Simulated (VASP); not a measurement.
LiPb, 2 atoms in the cell. The structure is tetragonal, space group P4/mmm (No. 123). The conventional cell has a = 3.346 Å, b = 3.346 Å, c = 3.698 Å, α = 90.00°, β = 90.00°, γ = 90.00°. Li (site symmetry 4/mmm) has 8 Pb at 3.00 Å and 6 Li at 3.35 to 3.70 Å within 4.0 Å. Within 4.0 Å of Pb (site symmetry 4/mmm) lie 8 Li at 3.00 Å and 6 Pb at 3.35 to 3.70 Å.  This cell differs from its parent crystal: strain -0.050 along x and y, +0.050 along z.

- Program: VASP 6.6.1
- Task: single point
- Functional: r2SCAN
- Potentials or basis: VASP PAW PBE potentials, release 64 (Li_sv, Pb_d)
- Cutoff: 520 eV
- k mesh: 14 × 14 × 14
- Occupations: gaussian, width 0.15 eV
- Spin: no spin polarisation
- Dipole correction: no
- Further INCAR settings: ALGO = Normal; EDIFF = 1e-07; NBANDS = 16

Potentials or basis: VASP PAW PBE potentials, release 64 (Li_sv, Pb_d).

Command:

```console
$ cat potpaw_PBE.64/Li_sv/POTCAR potpaw_PBE.64/Pb_d/POTCAR > POTCAR
$ cp INCAR.step1 INCAR
$ mpirun -np 1 vasp_std > vasp.out
$ cp INCAR.step2 INCAR
$ mpirun -np 1 vasp_std > vasp.out
```

Hardware: 1 thread of Intel(R) Xeon(R) Platinum 8488C (Sapphire Rapids), with other jobs on the host.

Q: Estimate the wall time of this run.

A: Wall time 7.4 min on 1 thread of Intel(R) Xeon(R) Platinum 8488C (Sapphire Rapids) (shared host), peak memory 0.31 GiB. Counts: k points 288.
